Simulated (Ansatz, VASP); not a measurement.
# CrAuI2: VASP beside Ansatz

```
CELL_PARAMETERS angstrom
3.98964 0.00000 0.00000
-1.99482 3.45513 0.00000
0.00000 -2.30342 8.24659
ATOMIC_POSITIONS crystal
Cr 0.50000 0.00000 0.50000
I 0.11190 0.22380 0.33570
I 0.88810 0.77620 0.66430
Au 0.00000 0.00000 0.00000
```

Alike in both runs: task relaxation of cell and atoms; functional r2SCAN; k mesh 5 × 5 × 5; no spin polarisation.

```csv
,VASP,Ansatz
version,VASP 6.6.1,Ansatz 0.2.0
potentials or method,"VASP PAW PBE potentials, release 64 (Cr_pv, I, Au), cutoff 600 eV",PAW plane waves
occupations,"fermi-dirac, width 0.1 eV",fermi-dirac
valence electrons in the cell,37,67
```

VASP gave:

```
gap on the k mesh at the Fermi level, each at its own relaxed structure (eV) : none
relaxed volume (Å³/atom)                                                     : 27.36
relaxed length of the cell vector where the two differ most in proportion (Å)              : 8.573
```

Question: What did Ansatz give for the same quantities?

Answer: gap on the k mesh at the Fermi level, each at its own relaxed structure (eV): none; relaxed volume (Å³/atom): 27.41; relaxed length of the cell vector where the two differ most in proportion (Å): 8.579.

VASP's potentials were made for PBE, not for r2SCAN. A gap of «none» marks a metal or a gap that the smearing closes. VASP's potentials hold 37 valence electrons a cell and Ansatz's 67, so a difference there can come from the potentials and not from the codes. Ansatz's warnings: structure snapped to symmetry.

The k mesh is coarse, so the values compare programs but aren't converged. Spin-orbit coupling is off throughout.
